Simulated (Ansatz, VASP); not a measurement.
**BN: VASP beside Ansatz**

```
CELL_PARAMETERS angstrom
0.00000 3.49532 2.16609
1.25163 0.00000 2.16609
1.25163 3.49532 0.00000
ATOMIC_POSITIONS crystal
B 0.00005 0.00005 0.99995
N 0.66667 0.66667 0.33333
```

Alike in both runs: task relaxation of cell and atoms; functional BLYP; dispersion D3(BJ); k mesh 10 × 10 × 10; no spin polarisation.

|  | VASP | Ansatz |
| --- | --- | --- |
| version | VASP 6.6.1 | Ansatz 0.2.0 |
| potentials or method | VASP PAW PBE potentials, release 64 (B, N) | plane waves, PAW |
| plane-wave cutoff (eV) | 600 | 420 |
| occupations | gaussian, width 0.01 eV | fixed |
| valence electrons in the cell | 8 | 8 |

```csv
,VASP,Ansatz,Ansatz less VASP
relaxed volume (Å³/atom),8.74,8.80,+0.062
relaxed length of the cell vector where the two differ most in proportion (Å),3.453,3.472,+0.0190
```

VASP's potentials were made for PBE, not for BLYP.
